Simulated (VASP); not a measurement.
# SnO2 (P4_2/mnm) in VASP: a series of runs

The runs below take SnO2 through single point, with PBE.

Program: VASP 6.6.1. These are calculated values, not measurements. Logs are shortened: lines on timing, memory, paths and dates and some standing lists are left out, and cuts for length are marked.

## (1) The cell of the first run

It takes space group P4_2/mnm (No. 136, tetragonal). Conventional cell: a = 4.538 Å, b = 4.538 Å, c = 3.238 Å, α = 90.00°, β = 90.00°, γ = 90.00°. Sn (site symmetry mmm) has 6 O at 1.97 to 2.04 Å within 2.6 Å. Within 2.6 Å of O (site symmetry m2m) lie 3 Sn at 1.97 to 2.04 Å and 1 O at 2.48 Å.

## (2) Single point, PBE (strain -0.0600 x Voigt [1, 1, 0, 0, 0, 0])

Input file INCAR:

```
ALGO = Normal
EDIFF = 1E-7
ENCUT = 520
GGA = PE
ISIF = 2
ISMEAR = 0
LASPH = T
LCHARG = F
LREAL = F
LWAVE = F
NBANDS = 35
NELM = 100
PREC = Accurate
SIGMA = 0.05
```

Input file KPOINTS:

```
k-points
0
Gamma
  6 6 8
```

Input file POSCAR:

```
SnO2
1.0
    4.5380426968      0.0000000000      0.0000000000
    0.0000000000      4.5380426968      0.0000000000
    0.0000000000      0.0000000000      3.2379909407
Sn O
2 4
Direct
    0.0000000000      0.0000000000      0.0000000000
    0.5000000000      0.5000000000      0.5000000000
    0.3066050867      0.3066050867      0.0000000000
    0.1933949133      0.8066050867      0.5000000000
    0.6933949133      0.6933949133      0.0000000000
    0.8066050867      0.1933949133      0.5000000000
```

Potentials or basis: VASP PAW PBE potentials, release 64 (Sn_d, O).

Started as:

```
$ cat potpaw_PBE.64/Sn_d/POTCAR potpaw_PBE.64/O/POTCAR > POTCAR
$ mpirun -np 1 vasp_std > vasp.out
```

OUTCAR:

```text
EDIFF = 1E-7
   ENCUT = 520
   GGA = PE
   ISIF = 2
   ISMEAR = 0
   LASPH = T
   LREAL = F
   NELM = 100
   PREC = Accurate

 ion  position               nearest neighbor table
   1  0.000  0.000  0.000-   3 1.97   5 1.97   4 2.04   6 2.04   4 2.04   6 2.04   2 3.59   2 3.59
                             2 3.59   2 3.59   2 3.59   2 3.59   2 3.59   2 3.59
   2  0.500  0.500  0.500-   4 1.97   6 1.97   5 2.04   3 2.04   3 2.04   5 2.04   1 3.59   1 3.59
                             1 3.59   1 3.59   1 3.59   1 3.59   1 3.59   1 3.59
   3  0.307  0.307  0.000-   1 1.97   2 2.04   2 2.04
   4  0.193  0.807  0.500-   2 1.97   1 2.04   1 2.04
   5  0.693  0.693  0.000-   1 1.97   2 2.04   2 2.04
   6  0.807  0.193  0.500-   2 1.97   1 2.04   1 2.04

  LATTYP: Found a simple tetragonal cell.
 ALAT       =     4.5380426968
 C/A-ratio  =     0.7135214799

  Lattice vectors:

 A1 = (   4.5380426968,   0.0000000000,   0.0000000000)
 A2 = (   0.0000000000,   4.5380426968,   0.0000000000)
 A3 = (   0.0000000000,   0.0000000000,   3.2379909407)

Analysis of symmetry for initial positions (statically):
=====================================================================
 Subroutine PRICEL returns:
 Original cell was already a primitive cell.

 Routine SETGRP: Setting up the symmetry group for a
 simple tetragonal supercell.

 Subroutine GETGRP returns: Found 16 space group operations
 (whereof  8 operations were pure point group operations)
 out of a pool of 16 trial point group operations.

The static configuration has the point symmetry D_2h.
 The point group associated with its full space group is D_4h.

Analysis of symmetry for dynamics (positions and initial velocities):
=====================================================================
 Subroutine PRICEL returns:
 Original cell was already a primitive cell.

 Routine SETGRP: Setting up the symmetry group for a
 simple tetragonal supercell.

 Subroutine GETGRP returns: Found 16 space group operations
 (whereof  8 operations were pure point group operations)
 out of a pool of 16 trial point group operations.

The dynamic configuration has the point symmetry D_2h.
 The point group associated with its full space group is D_4h.

 Subroutine INISYM returns: Found 16 space group operations
 (whereof  8 operations are pure point group operations),
 and found     1 'primitive' translations

----------------------------------------------------------------------------------------

                                     Primitive cell

  volume of cell :      66.6826

  direct lattice vectors                    reciprocal lattice vectors
     4.538042697  0.000000000  0.000000000     0.220359319  0.000000000  0.000000000
     0.000000000  4.538042697  0.000000000     0.000000000  0.220359319  0.000000000
     0.000000000  0.000000000  3.237990941     0.000000000  0.000000000  0.308833477

  length of vectors
     4.538042697  4.538042697  3.237990941     0.220359319  0.220359319  0.308833477

  position of ions in fractional coordinates (direct lattice)
     0.000000000  0.000000000  0.000000000
     0.500000000  0.500000000  0.500000000
     0.306605087  0.306605087  0.000000000
     0.193394913  0.806605087  0.500000000
     0.693394913  0.693394913  0.000000000
     0.806605087  0.193394913  0.500000000

  ion indices of the primitive-cell ions
   primitive index   ion index
                 1           1
                 2           2
                 3           3
                 4           4
                 5           5
                 6           6

----------------------------------------------------------------------------------------

 KPOINTS: k-points

Automatic generation of k-mesh.
 Grid dimensions read from file:
 generate k-points for:    6    6    8

 Generating k-lattice:

  Cartesian coordinates                     Fractional coordinates (reciprocal lattice)
     0.036726553  0.000000000  0.000000000     0.166666667  0.000000000  0.000000000
     0.000000000  0.036726553  0.000000000     0.000000000  0.166666667  0.000000000
     0.000000000  0.000000000  0.038604185     0.000000000  0.000000000  0.125000000

  Length of vectors
     0.036726553  0.036726553  0.038604185

  Shift w.r.t. Gamma in fractional coordinates (k-lattice)
     0.000000000  0.000000000  0.000000000

 Subroutine IBZKPT returns following result:
 ===========================================

 Found     50 irreducible k-points:

 Following reciprocal coordinates:
            Coordinates               Weight
  0.000000  0.000000  0.000000      1.000000
  0.166667  0.000000  0.000000      4.000000
  0.333333  0.000000  0.000000      4.000000
  0.500000  0.000000  0.000000      2.000000
  0.166667  0.166667  0.000000      4.000000
  0.333333  0.166667  0.000000      8.000000
[... 16 lines left out ...]
  0.333333  0.000000  0.250000      8.000000
  0.500000  0.000000  0.250000      4.000000
 [... further k-points ...]
   k-points           NKPTS =     50   k-points in BZ     NKDIM =     50   number of bands    NBANDS=     35
   number of dos      NEDOS =    301   number of ions     NIONS =      6
   total plane-waves  NPLWV =  31104
   dimension x,y,z NGX =    36 NGY =   36 NGZ =   24
   dimension x,y,z NGXF=    72 NGYF=   72 NGZF=   48
   ions per type =               2   4
   NGX,Y,Z   is equivalent  to a cutoff of  13.19, 13.19, 12.32 a.u.
   NGXF,Y,Z  is equivalent  to a cutoff of  26.38, 26.38, 24.64 a.u.
 SYSTEM =  unknown system
   PREC   = accura    normal or accurate (medium, high low for compatibility)
   ISTART =      0    job   : 0-new  1-cont  2-samecut
   ICHARG =      2    charge: 1-file 2-atom 10-const
   ISPIN  =      1    spin polarized calculation?
   LNONCOLLINEAR =      F non collinear calculations
   LSORBIT =      F    spin-orbit coupling
   LASPH  =      T    aspherical Exc in radial PAW
   ENCUT  =  520.0 eV  38.22 Ry    6.18 a.u.   8.44  8.44  6.02*2*pi/ulx,y,z
   NELM   =    100;   NELMIN=  2; NELMDL= -5     # of ELM steps
   EDIFF  = 0.1E-06   stopping-criterion for ELM
   LREAL  =      F    real-space projection
   EDIFFG = 0.1E-05   stopping-criterion for IOM
   NSW    =      0    number of steps for IOM
   IBRION =     -1    ionic relax: 0-MD 1-quasi-New 2-CG
   NFREE  =      0    steps in history (QN), initial steepest desc. (CG)
   ISIF   =      2    stress and relaxation
   ISYM   =      2    0-nonsym 1-usesym 2-fastsym
   POTIM  = 0.5000    time-step for ionic-motion
   TEBEG  =    0.0;   TEEND  =   0.0 temperature during run
   PSTRESS=    0.0 pullay stress
   NELECT =      52.0000    total number of electrons
   NUPDOWN=      -1.0000    fix difference up-down
   EMIN   =  10.00;   EMAX   =-10.00  energy-range for DOS
   EFERMI =   0.00;   METHOD = LEGACY
   ISMEAR =     0;   SIGMA  =   0.05  broadening in eV -4-tet -1-fermi 0-gaus
   EFERMI_NEDOS =   21; number of points for ismear=-14 and -15
   IALGO  =     38    algorithm
   IMIX   =      4    mixing-type and parameters
     AMIX     =   0.40;   BMIX     =  1.00
     AMIX_MAG =   1.60;   BMIX_MAG =  1.00
  volume/ion in A,a.u.               =      11.11        75.00
  Fermi-wavevector in a.u.,A,eV,Ry     =   1.506856  2.847544 30.893583  2.270614
  Thomas-Fermi vector in A             =   2.617518
   LORBIT       =      0    0 simple, 1 ext, 2 COOP (PROOUT), +10 PAW based schemes
   GGA     = PE    functional components
   LHFCALC =     F    Hartree Fock is set to
   AEXX    =    0.0000 exact exchange contribution
   IVDW    =     0    specifies the selected vdW correction
   LEPSILON=     F    determine dielectric tensor
   LRPA    =     F    only Hartree local field effects (RPA)
 non-spin polarized calculation
 Gauss-broadening in eV      SIGMA  =   0.05
  energy-cutoff  :      520.00
  volume of cell :       66.68
 maximum number of plane-waves:      1832
 NGX is ok and might be reduce to    36
   NGX = 17   NGY = 17   NGZ = 13

 number of electron      52.0000015 magnetization

 Free energy of the ion-electron system (eV)
  ---------------------------------------------------
  ext. energy  EPLUGINS =         0.00000000
  ---------------------------------------------------
  free energy    TOTEN  =       -36.53268892 eV

  energy without entropy =      -36.53268892  energy(sigma->0) =      -36.53268892

 E-fermi :   7.2878     XC(G=0): -11.6647

 val. band max:        6.9917977330   @ k =   0.0000   0.0000   0.0000
 cond. band min:       8.9453406931   @ k =   0.0000   0.0000   0.0000
 fundamental gap:      1.9535429601
 Fermi energy:         7.2877646048

 k-point     1 :       0.0000    0.0000    0.0000
  band No.  band energies     occupation
      1     -14.2152      2.00000
      2     -13.1876      2.00000
      3     -12.9774      2.00000
      4     -12.8852      2.00000
      5     -12.8604      2.00000
      6     -12.8604      2.00000
[... 27 lines left out ...]
     34      20.4620      0.00000
     35      20.5415      0.00000

 k-point     2 :       0.1667    0.0000    0.0000
  band No.  band energies     occupation
      1     -14.1614      2.00000
      2     -13.2042      2.00000
      3     -13.0469      2.00000
      4     -12.8905      2.00000
      5     -12.8573      2.00000
      6     -12.8571      2.00000
[... 27 lines left out ...]
     34      20.2795      0.00000
     35      20.5037      0.00000

 k-point     3 :       0.3333    0.0000    0.0000
  band No.  band energies     occupation
      1     -14.0027      2.00000
      2     -13.4448      2.00000
      3     -13.0133      2.00000
      4     -12.9088      2.00000
      5     -12.8507      2.00000
      6     -12.8503      2.00000
[... 27 lines left out ...]
     34      20.1617      0.00000
     35      20.2594      0.00000
[... 723 lines left out ...]
 k-point    23 :       0.3333    0.0000    0.2500
  band No.  band energies     occupation
      1     -13.9015      2.00000
      2     -13.6860      2.00000
      3     -13.1970      2.00000
      4     -12.9138      2.00000
      5     -12.7903      2.00000
      6     -12.7640      2.00000
[... 27 lines left out ...]
     34      19.7851      0.00000
     35      20.0566      0.00000

 k-point    24 :       0.5000    0.0000    0.2500
  band No.  band energies     occupation
      1     -13.8196      2.00000
      2     -13.8196      2.00000
      3     -13.0453      2.00000
      4     -13.0453      2.00000
      5     -12.7632      2.00000
      6     -12.7632      2.00000
[... 27 lines left out ...]
     34      19.9874      0.00000
     35      20.2614      0.00000

 [... further k-points ...]

------------------------ aborting loop because EDIFF is reached ----------------------------------------

  FORCE on cell =-STRESS in cart. coord.  units (eV):
  Direction    XX          YY          ZZ          XY          YZ          ZX
  --------------------------------------------------------------------------------------
  -------------------------------------------------------------------------------------
  Total       12.8998164     12.8998164      9.7176348      0.0000000      0.0000000      0.0000000
  in kB      309.9426387    309.9426387    233.4846702      0.0000000      0.0000000      0.0000000
  external PRESSURE =     284.4566492 kB  Pullay stress =       0.0000000 kB

 VOLUME and BASIS-vectors are now :
 -----------------------------------------------------------------------------
  energy-cutoff  :      520.00
  volume of cell :       66.68
      direct lattice vectors                 reciprocal lattice vectors
     4.538042697  0.000000000  0.000000000     0.220359319  0.000000000  0.000000000
     0.000000000  4.538042697  0.000000000     0.000000000  0.220359319  0.000000000
     0.000000000  0.000000000  3.237990941     0.000000000  0.000000000  0.308833477

 POSITION                                       TOTAL-FORCE (eV/Angst)
 -----------------------------------------------------------------------------------
      0.00000      0.00000      0.00000         0.000000     -0.000000      0.000000
      2.26902      2.26902      1.61900         0.000000     -0.000000      0.000000
      1.39139      1.39139      0.00000         0.024520      0.024520      0.000000
      0.87763      3.66041      1.61900        -0.024520      0.024520      0.000000
      3.14666      3.14666      0.00000        -0.024520     -0.024520     -0.000000
      3.66041      0.87763      1.61900         0.024520     -0.024520     -0.000000
 -----------------------------------------------------------------------------------
    total drift:                                0.000000      0.000000      0.000000

  FREE ENERGIE OF THE ION-ELECTRON SYSTEM (eV)
  ---------------------------------------------------
  free  energy   TOTEN  =       -36.5326889207 eV

  energy  without entropy=      -36.5326889207  energy(sigma->0) =      -36.53268892
```

It took 2.6 min on 1 thread of Intel Xeon 8259CL, shared host; peak memory 0.23 GiB.

What came out:

```yaml
Free_energy: -36.5327 eV
Pressure: 28.4 GPa
Largest_force: 0.035 eV/Å
Band_gap_on_the_k_mesh: 1.95 eV
```

Forces in eV/Å, atoms in the order of the input:
```
Sn   0.000  0.000  0.000
Sn   0.000  0.000  0.000
O    0.025  0.025  0.000
O   -0.025  0.025  0.000
O   -0.025 -0.025  0.000
O    0.025 -0.025  0.000
```

Caveat: the cell differs from its parent crystal (strain -0.0600 x Voigt [1, 1, 0, 0, 0, 0]); the stress differs along the axes, from 23 to 31 GPa; spin-orbit coupling is left out, which moves the levels of the heavy elements.

## (3) Single point, PBE (strain -0.0450 x Voigt [1, 1, 0, 0, 0, 0])

Input file INCAR:

```
SYSTEM = SnO2
PREC     = Accurate       ! precision mode
ENCUT    = 520            ! plane-wave cutoff, eV
EDIFF    = 1E-6           ! SCF threshold, eV
ISMEAR   = 0              ! smearing method
SIGMA    = 0.05           ! smearing width, eV
LREAL    = .FALSE.        ! projectors in reciprocal space
LASPH    = .TRUE.         ! aspherical terms in the spheres
NELM     = 60             ! most SCF steps
ALGO     = Normal         ! electronic algorithm
ISIF     = 2              ! what is computed and relaxed
LWAVE    = .FALSE.        ! write WAVECAR
LCHARG   = .TRUE.         ! write CHGCAR
GGA      = PE             ! functional
LELF     = .TRUE.         ! ELF
LVHAR    = .TRUE.       
NBANDS   = 35             ! bands
```

Input file KPOINTS:

```
regular mesh
0
G
  6 6 8
  0 0 0
```

POSCAR: that of step 2 with these lines changed.

```diff
@@ -2,4 +2,4 @@
 1.0
-    4.5380426968      0.0000000000      0.0000000000
-    0.0000000000      4.5380426968      0.0000000000
+    4.6104582718      0.0000000000      0.0000000000
+    0.0000000000      4.6104582718      0.0000000000
     0.0000000000      0.0000000000      3.2379909407
```

Potentials or basis: VASP PAW PBE potentials, release 64 (Sn_d, O).

Started as:

```
$ cat potpaw_PBE.64/Sn_d/POTCAR potpaw_PBE.64/O/POTCAR > POTCAR
$ mpirun -np 1 vasp_std > vasp.out
```

OUTCAR:

```text
SYSTEM = SnO2
   PREC = Accurate
   ENCUT = 520
   EDIFF = 1E-6
   ISMEAR = 0
   LREAL = .FALSE.
   LASPH = .TRUE.
   NELM = 60
   ISIF = 2
   GGA = PE

 ion  position               nearest neighbor table
   1  0.000  0.000  0.000-   3 2.00   5 2.00   4 2.05   6 2.05   4 2.05   6 2.05   2 3.64   2 3.64
                             2 3.64   2 3.64   2 3.64   2 3.64   2 3.64   2 3.64
   2  0.500  0.500  0.500-   4 2.00   6 2.00   5 2.05   3 2.05   3 2.05   5 2.05   1 3.64   1 3.64
                             1 3.64   1 3.64   1 3.64   1 3.64   1 3.64   1 3.64
   3  0.307  0.307  0.000-   1 2.00   2 2.05   2 2.05
   4  0.193  0.807  0.500-   2 2.00   1 2.05   1 2.05
[... 1125 lines left out ...]
  Total        9.1905572      9.1905572      7.0200365      0.0000000      0.0000000      0.0000000
  in kB      213.9383313    213.9383313    163.4128237      0.0000000      0.0000000      0.0000000
  external PRESSURE =     197.0964955 kB  Pullay stress =       0.0000000 kB

 VOLUME and BASIS-vectors are now :
 -----------------------------------------------------------------------------
  energy-cutoff  :      520.00
  volume of cell :       68.83
      direct lattice vectors                 reciprocal lattice vectors
     4.610458272  0.000000000  0.000000000     0.216898178  0.000000000  0.000000000
     0.000000000  4.610458272  0.000000000     0.000000000  0.216898178  0.000000000
     0.000000000  0.000000000  3.237990941     0.000000000  0.000000000  0.308833477

 POSITION                                       TOTAL-FORCE (eV/Angst)
 -----------------------------------------------------------------------------------
      0.00000      0.00000      0.00000         0.000000     -0.000000      0.000000
      2.30523      2.30523      1.61900         0.000000     -0.000000      0.000000
      1.41359      1.41359      0.00000        -0.041340     -0.041340      0.000000
      0.89164      3.71882      1.61900         0.041340     -0.041340      0.000000
      3.19687      3.19687      0.00000         0.041340      0.041340     -0.000000
      3.71882      0.89164      1.61900        -0.041340      0.041340     -0.000000
 -----------------------------------------------------------------------------------
    total drift:                                0.000000      0.000000      0.000000

  FREE ENERGIE OF THE ION-ELECTRON SYSTEM (eV)
  ---------------------------------------------------
  free  energy   TOTEN  =       -36.8853448235 eV

  energy  without entropy=      -36.8853448235  energy(sigma->0) =      -36.88534482
```

stdout:

```text
POSCAR found type information on POSCAR SnO
 POSCAR found :  2 types and       6 ions
 scaLAPACK will be used
 LDA part: xc-table for (Slater+PW92), standard interpolation
 POSCAR, INCAR and KPOINTS ok, starting setup
 FFT: planning ... GRIDC
 FFT: planning ... GRID_SOFT
 FFT: planning ... GRID
 WAVECAR not read
 entering main loop
```

It took 2.5 min on 1 thread of Intel Xeon 8259CL, shared host; peak memory 0.23 GiB.

Results:

```yaml
Free_energy: -36.8853 eV
Pressure: 19.7 GPa
Largest_force: 0.058 eV/Å
Band_gap_on_the_k_mesh: 1.59 eV
```

Forces on the atoms (eV/Å):
```
Sn   0.000  0.000  0.000
Sn   0.000  0.000  0.000
O   -0.041 -0.041  0.000
O    0.041 -0.041  0.000
O    0.041  0.041  0.000
O   -0.041  0.041  0.000
```

Levels at points of the mesh, in eV from the valence-band top:
```csv
k point,band 24,band 25,band 26,band 27,band 28,band 29
"(0.00, 0.00, 0.00)",-0.75,-0.75,0.00,1.59,6.12,6.26
"(0.50, 0.00, 0.00)",-1.24,-0.61,-0.61,4.82,4.82,7.03
"(0.50, 0.50, 0.00)",-1.39,-0.84,-0.84,5.15,5.15,7.64
"(0.00, 0.00, 0.50)",-1.77,-1.29,-1.29,6.62,6.62,10.16
"(0.50, 0.00, 0.50)",-1.12,-0.55,-0.55,6.97,6.97,8.61
"(0.50, 0.50, 0.50)",-0.95,-0.80,-0.80,5.34,5.34,9.12
```

Caveat: the cell differs from its parent crystal (strain -0.0450 x Voigt [1, 1, 0, 0, 0, 0]); the stress differs along the axes, from 16 to 21 GPa; spin-orbit coupling is left out, which moves the levels of the heavy elements.

(Part 1 of 2 ends here.)
